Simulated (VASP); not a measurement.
# Si in VASP: further runs

Si is run at these levels: PBE; tasks: single point.

Program: VASP 6.6.1. These are calculated values, not measurements. Logs are shortened: lines on timing, memory, paths and dates and some standing lists are left out, and cuts for length are marked.

## (1) The cell of the first run

The cell holds a slab with vacuum, 8 atoms: a = 3.869 Å, b = 3.869 Å, c = 26.266 Å, α = 90.00°, β = 90.00°, γ = 120.00°.

## (2) Single point, PBE

INCAR

```
SYSTEM = Si
ALGO     = Normal         ! electronic algorithm
DIPOL    = 0.5 0.5 0.500
EDIFF    = 1E-6           ! SCF threshold, eV
ENCUT    = 520            ! plane-wave cutoff, eV
GGA      = PE             ! functional
IDIPOL   = 3            
ISIF     = 2              ! what is computed and relaxed
ISMEAR   = -1             ! smearing method
LASPH    = .TRUE.         ! aspherical terms in the spheres
LCHARG   = .TRUE.         ! write CHGCAR
LDIPOL   = .TRUE.       
LELF     = .TRUE.         ! ELF
LREAL    = .FALSE.        ! projectors in reciprocal space
LVACPOTAV= .TRUE.       
LVHAR    = .TRUE.       
LWAVE    = .FALSE.        ! write WAVECAR
NBANDS   = 26             ! bands
NELM     = 60             ! most SCF steps
PREC     = Accurate       ! precision mode
SIGMA    = 0.02           ! smearing width, eV
```

KPOINTS

```
k-points
0
G
  9 9 1
  0 0 0
```

POSCAR

```
Si
1.0
    3.8685410222      0.0000000000      0.0000000000
   -1.9342705111      3.3502548008      0.0000000000
    0.0000000000      0.0000000000     26.2656000000
Si
8
Direct
    0.8333333330      0.1666666670      0.3045806269
    0.1666666670      0.8333333330      0.3346451454
    0.1666666670      0.8333333330      0.4248387023
    0.5000000000      0.5000000000      0.4549032215
    0.5000000000      0.5000000000      0.5450967785
    0.8333333330      0.1666666670      0.5751612977
    0.8333333330      0.1666666670      0.6653548546
    0.1666666670      0.8333333330      0.6954193731
```

Potentials or basis: VASP PAW PBE potentials, release 64 (Si).

Run with:

```console
$ cat potpaw_PBE.64/Si/POTCAR > POTCAR
$ mpirun -np 1 vasp_std > vasp.out
```

OUTCAR:

```text
SYSTEM = Si
   EDIFF = 1E-6
   ENCUT = 520
   GGA = PE
   ISIF = 2
   ISMEAR = -1
   LASPH = .TRUE.
   LREAL = .FALSE.
   NELM = 60
   PREC = Accurate

 ion  position               nearest neighbor table
   1  0.833  0.167  0.305-   2 2.37   2 2.37   2 2.37
   2  0.167  0.833  0.335-   1 2.37   1 2.37   3 2.37   1 2.37
   3  0.167  0.833  0.425-   2 2.37   4 2.37   4 2.37   4 2.37
   4  0.500  0.500  0.455-   3 2.37   5 2.37   3 2.37   3 2.37
   5  0.500  0.500  0.545-   6 2.37   4 2.37   6 2.37   6 2.37
   6  0.833  0.167  0.575-   7 2.37   5 2.37   5 2.37   5 2.37
   7  0.833  0.167  0.665-   8 2.37   8 2.37   6 2.37   8 2.37
   8  0.167  0.833  0.695-   7 2.37   7 2.37   7 2.37

  LATTYP: Found a hexagonal cell.
 ALAT       =     3.8685410222
 C/A-ratio  =     6.7895363780

  Lattice vectors:

 A1 = (   3.8685410222,   0.0000000000,   0.0000000000)
 A2 = (  -1.9342705111,   3.3502548008,   0.0000000000)
 A3 = (   0.0000000000,   0.0000000000,  26.2656000000)

Analysis of symmetry for initial positions (statically):
=====================================================================
 Subroutine PRICEL returns:
 Original cell was already a primitive cell.

 Routine SETGRP: Setting up the symmetry group for a
 hexagonal supercell.

 Subroutine GETGRP returns: Found 12 space group operations
 (whereof  4 operations were pure point group operations)
 out of a pool of 24 trial point group operations.

The static configuration has the point symmetry C_2h.
 The point group associated with its full space group is D_3d.

Analysis of symmetry for dynamics (positions and initial velocities):
=====================================================================
 Subroutine PRICEL returns:
 Original cell was already a primitive cell.

 Routine SETGRP: Setting up the symmetry group for a
 hexagonal supercell.

 Subroutine GETGRP returns: Found 12 space group operations
 (whereof  4 operations were pure point group operations)
 out of a pool of 24 trial point group operations.

The dynamic configuration has the point symmetry C_2h.
 The point group associated with its full space group is D_3d.

 Subroutine INISYM returns: Found 12 space group operations
 (whereof  4 operations are pure point group operations),
 and found     1 'primitive' translations

----------------------------------------------------------------------------------------

                                     Primitive cell

  volume of cell :     340.4179

  direct lattice vectors                    reciprocal lattice vectors
     3.868541022  0.000000000  0.000000000     0.258495385  0.149242380  0.000000000
    -1.934270511  3.350254801  0.000000000     0.000000000  0.298484760  0.000000000
     0.000000000  0.000000000 26.265600000     0.000000000  0.000000000  0.038072612

  length of vectors
     3.868541022  3.868541022 26.265600000     0.298484760  0.298484760  0.038072612

  position of ions in fractional coordinates (direct lattice)
     0.833333333  0.166666667  0.304580627
     0.166666667  0.833333333  0.334645145
     0.166666667  0.833333333  0.424838702
     0.500000000  0.500000000  0.454903221
     0.500000000  0.500000000  0.545096779
     0.833333333  0.166666667  0.575161298
     0.833333333  0.166666667  0.665354855
     0.166666667  0.833333333  0.695419373

  ion indices of the primitive-cell ions
   primitive index   ion index
                 1           1
                 2           2
                 3           3
                 4           4
                 5           5
                 6           6
                 7           7
                 8           8

----------------------------------------------------------------------------------------

 KPOINTS: k-points

Automatic generation of k-mesh.
 Grid dimensions read from file:
 generate k-points for:    9    9    1

 Generating k-lattice:

  Cartesian coordinates                     Fractional coordinates (reciprocal lattice)
     0.028721709  0.016582487  0.000000000     0.111111111 -0.000000000  0.000000000
     0.000000000  0.033164973  0.000000000     0.000000000  0.111111111  0.000000000
     0.000000000  0.000000000  0.038072612     0.000000000  0.000000000  1.000000000

  Length of vectors
     0.033164973  0.033164973  0.038072612

  Shift w.r.t. Gamma in fractional coordinates (k-lattice)
     0.000000000  0.000000000  0.000000000

 Subroutine IBZKPT returns following result:
 ===========================================

 Found     12 irreducible k-points:

 Following reciprocal coordinates:
            Coordinates               Weight
  0.000000  0.000000  0.000000      1.000000
  0.111111  0.000000  0.000000      6.000000
  0.222222 -0.000000  0.000000      6.000000
  0.333333  0.000000  0.000000      6.000000
  0.444444 -0.000000  0.000000      6.000000
  0.111111  0.111111  0.000000      6.000000
  0.222222  0.111111  0.000000     12.000000
  0.333333  0.111111  0.000000     12.000000
  0.444444  0.111111  0.000000      6.000000
  0.222222  0.222222  0.000000      6.000000
  0.333333  0.222222  0.000000     12.000000
  0.333333  0.333333  0.000000      2.000000
   k-points           NKPTS =     12   k-points in BZ     NKDIM =     12   number of bands    NBANDS=     26
   number of dos      NEDOS =    301   number of ions     NIONS =      8
   total plane-waves  NPLWV = 176400
   dimension x,y,z NGX =    30 NGY =   30 NGZ =  196
   dimension x,y,z NGXF=    60 NGYF=   60 NGZF=  392
   ions per type =               8
   NGX,Y,Z   is equivalent  to a cutoff of  12.89, 12.89, 12.41 a.u.
   NGXF,Y,Z  is equivalent  to a cutoff of  25.78, 25.78, 24.81 a.u.
 SYSTEM =  Si
   PREC   = accura    normal or accurate (medium, high low for compatibility)
   ISTART =      0    job   : 0-new  1-cont  2-samecut
   ICHARG =      2    charge: 1-file 2-atom 10-const
   ISPIN  =      1    spin polarized calculation?
   LNONCOLLINEAR =      F non collinear calculations
   LSORBIT =      F    spin-orbit coupling
   LASPH  =      T    aspherical Exc in radial PAW
   ENCUT  =  520.0 eV  38.22 Ry    6.18 a.u.   7.19  7.19 48.84*2*pi/ulx,y,z
   NELM   =     60;   NELMIN=  2; NELMDL= -5     # of ELM steps
   EDIFF  = 0.1E-05   stopping-criterion for ELM
   LREAL  =      F    real-space projection
   EDIFFG = 0.1E-04   stopping-criterion for IOM
   NSW    =      0    number of steps for IOM
   IBRION =     -1    ionic relax: 0-MD 1-quasi-New 2-CG
   NFREE  =      0    steps in history (QN), initial steepest desc. (CG)
   ISIF   =      2    stress and relaxation
   ISYM   =      2    0-nonsym 1-usesym 2-fastsym
   POTIM  = 0.5000    time-step for ionic-motion
   TEBEG  =    0.0;   TEEND  =   0.0 temperature during run
   PSTRESS=    0.0 pullay stress
   NELECT =      32.0000    total number of electrons
   NUPDOWN=      -1.0000    fix difference up-down
   EMIN   =  10.00;   EMAX   =-10.00  energy-range for DOS
   EFERMI =   0.00;   METHOD = LEGACY
   ISMEAR =    -1;   SIGMA  =   0.02  broadening in eV -4-tet -1-fermi 0-gaus
   EFERMI_NEDOS =   21; number of points for ismear=-14 and -15
   IALGO  =     38    algorithm
   IMIX   =      4    mixing-type and parameters
     AMIX     =   0.40;   BMIX     =  1.00
     AMIX_MAG =   1.60;   BMIX_MAG =  1.00
  volume/ion in A,a.u.               =      42.55       287.16
  Fermi-wavevector in a.u.,A,eV,Ry     =   0.744367  1.406650  7.538755  0.554083
  Thomas-Fermi vector in A             =   1.839702
   LORBIT       =      0    0 simple, 1 ext, 2 COOP (PROOUT), +10 PAW based schemes
   GGA     = PE    functional components
[... 5 lines left out ...]
 non-spin polarized calculation
  energy-cutoff  :      520.00
  volume of cell :      340.42
 maximum number of plane-waves:      9193
 NGX is ok and might be reduce to    30
   NGX = 15   NGY = 15   NGZ = 97

 dipolmoment           0.000000      0.000000      0.000000 electrons x Angstroem

 number of electron      32.0000002 magnetization

 dipolmoment           0.000000      0.000000     -0.000000 electrons x Angstroem

 Free energy of the ion-electron system (eV)
  ---------------------------------------------------
  ext. energy  EPLUGINS =         0.00000000
  ---------------------------------------------------
  free energy    TOTEN  =       -40.77661835 eV

  energy without entropy =      -40.76115565  energy(sigma->0) =      -40.76888700

 E-fermi :   0.1664     XC(G=0):  -5.0716

 val. band max:        0.1597973865   @ k =   0.2222   0.1111   0.0000
 cond. band min:       0.1732340457   @ k =   0.3333   0.2222   0.0000
 fundamental gap:      0.0134366591
 Fermi energy:         0.1664390827

 k-point     1 :       0.0000    0.0000    0.0000
  band No.  band energies     occupation
      1     -11.5224      2.00000
      2     -10.9458      2.00000
      3     -10.1829      2.00000
      4      -9.5814      2.00000
      5      -6.0614      2.00000
      6      -4.4572      2.00000
[... 18 lines left out ...]
     25       3.5067      0.00000
     26       3.7095      0.00000

 k-point     2 :       0.1111    0.0000    0.0000
  band No.  band energies     occupation
      1     -11.3821      2.00000
      2     -10.8065      2.00000
      3     -10.0435      2.00000
      4      -9.4399      2.00000
      5      -6.0026      2.00000
      6      -4.4250      2.00000
[... 18 lines left out ...]
     25       3.8679      0.00000
     26       3.9870      0.00000

 k-point     3 :       0.2222   -0.0000    0.0000
  band No.  band energies     occupation
      1     -10.9681      2.00000
      2     -10.3968      2.00000
      3      -9.6345      2.00000
      4      -9.0234      2.00000
      5      -5.9558      2.00000
      6      -4.6035      2.00000
[... 18 lines left out ...]
     25       4.8103      0.00000
     26       4.8770      0.00000

 k-point     4 :       0.3333    0.0000    0.0000
  band No.  band energies     occupation
      1     -10.3101      2.00000
      2      -9.7553      2.00000
      3      -9.0055      2.00000
      4      -8.3760      2.00000
      5      -6.3943      2.00000
      6      -5.6191      2.00000
[... 18 lines left out ...]
     25       4.6214      0.00000
     26       5.3377      0.00000
[... 148 lines left out ...]
      1      -9.9263      2.00000
      2      -9.3860      2.00000
      3      -8.6511      2.00000
      4      -7.9870      2.00000
      5      -6.6506      2.00000
      6      -5.8823      2.00000
[... 18 lines left out ...]
     25       4.7545      0.00000
     26       4.8257      0.00000

 k-point    11 :       0.3333    0.2222    0.0000
  band No.  band energies     occupation
      1      -9.1599      2.00000
      2      -8.7370      2.00000
      3      -8.2239      2.00000
      4      -7.3596      2.00000
      5      -7.0457      2.00000
      6      -6.5708      2.00000
[... 18 lines left out ...]
     25       4.9618      0.00000
     26       5.0710      0.00000

 k-point    12 :       0.3333    0.3333    0.0000
  band No.  band energies     occupation
      1      -8.5436      2.00000
      2      -8.4272      2.00000
      3      -8.4272      2.00000
      4      -6.9810      2.00000
      5      -6.9810      2.00000
      6      -6.6453      2.00000
[... 18 lines left out ...]
     25       6.0173      0.00000
     26       6.0177      0.00000

------------------------ aborting loop because EDIFF is reached ----------------------------------------

  FORCE on cell =-STRESS in cart. coord.  units (eV):
  Direction    XX          YY          ZZ          XY          YZ          ZX
  --------------------------------------------------------------------------------------
  -------------------------------------------------------------------------------------
  Total       -0.8481806     -0.8481806     -0.2309767      0.0000000      0.0000000     -0.0000000
  in kB       -3.9919632     -3.9919632     -1.0870921      0.0000000      0.0000000     -0.0000000
  external PRESSURE =      -3.0236728 kB  Pullay stress =       0.0000000 kB

 VOLUME and BASIS-vectors are now :
 -----------------------------------------------------------------------------
  energy-cutoff  :      520.00
  volume of cell :      340.42
      direct lattice vectors                 reciprocal lattice vectors
     3.868541022  0.000000000  0.000000000     0.258495385  0.149242380  0.000000000
    -1.934270511  3.350254801  0.000000000     0.000000000  0.298484760  0.000000000
     0.000000000  0.000000000 26.265600000     0.000000000  0.000000000  0.038072612

 POSITION                                       TOTAL-FORCE (eV/Angst)
 -----------------------------------------------------------------------------------
      2.90141      0.55838      7.99999        -0.000000      0.000000      0.584373
     -0.96714      2.79188      8.78966        -0.000000     -0.000000     -0.743187
     -0.96714      2.79188     11.15864        -0.000000      0.000000      0.270740
      0.96714      1.67513     11.94831        -0.000000      0.000000     -0.168114
      0.96714      1.67513     14.31729         0.000000     -0.000000      0.168114
      2.90141      0.55838     15.10696         0.000000     -0.000000     -0.270740
      2.90141      0.55838     17.47594         0.000000      0.000000      0.743187
     -0.96714      2.79188     18.26561         0.000000     -0.000000     -0.584373
 -----------------------------------------------------------------------------------
    total drift:                               -0.000001      0.000000     -0.000001

  FREE ENERGIE OF THE ION-ELECTRON SYSTEM (eV)
  ---------------------------------------------------
  free  energy   TOTEN  =       -40.7766183522 eV

  energy  without entropy=      -40.7611556473  energy(sigma->0) =      -40.76888700

 vacuum level on the upper side and lower side of the slab         5.005         5.005
```

Run time: 5.4 min. Hardware: 1 thread of AMD EPYC 7R43 (Zen 3), shared host; peak memory 0.38 GiB.

Results:

```
Free energy            : -40.7766 eV
Largest force          : 0.743 eV/Å
Band gap on the k mesh : zero (band 16 reaches 0.20 eV, above the bottom of band 17 at 0.03 eV)
```

Forces in eV/Å, atoms in the order of the input:
```
Si   0.000  0.000  0.584
Si   0.000  0.000 -0.743
Si   0.000  0.000  0.271
Si   0.000  0.000 -0.168
Si   0.000  0.000  0.168
Si   0.000  0.000 -0.271
Si   0.000  0.000  0.743
Si   0.000  0.000 -0.584
```

## (3) Single point, PBE

INCAR

```
PREC     = Accurate       # precision mode
ENCUT    = 520            # plane-wave cutoff, eV
EDIFF    = 1E-6           # SCF threshold, eV
ISMEAR   = -1             # smearing method
SIGMA    = 0.02           # smearing width, eV
LREAL    = False          # projectors in reciprocal space
LASPH    = True           # aspherical terms in the spheres
NELM     = 60             # most SCF steps
ALGO     = Normal         # electronic algorithm
ISIF     = 2              # what is computed and relaxed
LWAVE    = False          # write WAVECAR
LCHARG   = False          # write CHGCAR
LDIPOL   = True         
IDIPOL   = 3            
DIPOL    = 0.5 0.5 0.500
GGA      = PE             # functional
NBANDS   = 26             # bands
```

KPOINTS

```
Automatic mesh
0
Gamma
  9 9 1
```

POSCAR is that of step 2.

Potentials or basis: VASP PAW PBE potentials, release 64 (Si).

Run with:

```console
$ cat potpaw_PBE.64/Si/POTCAR > POTCAR
$ mpirun -np 1 vasp_std > vasp.out
```

Wall time 5 min (1 thread of AMD EPYC 7R43 (Zen 3), shared host); peak memory 0.39 GiB.

Results (log left out):

```
Free energy            : -40.7766 eV
Largest force          : 0.743 eV/Å
Band gap on the k mesh : zero (band 16 reaches 0.20 eV, above the bottom of band 17 at 0.03 eV)
```

Forces on the atoms (eV/Å):
```
Si   0.000  0.000  0.584
Si   0.000  0.000 -0.743
Si   0.000  0.000  0.271
Si   0.000  0.000 -0.168
Si   0.000  0.000  0.168
Si   0.000  0.000 -0.271
Si   0.000  0.000  0.743
Si   0.000  0.000 -0.584
```

Levels at points of the mesh, in eV from the Fermi level:
```tsv
k point	band 13	band 14	band 15	band 16	band 17	band 18	band 19	band 20
(0.00, 0.00, 0.00)	-0.30	-0.25	-0.06	-0.06	0.71	1.54	1.95	2.66
```
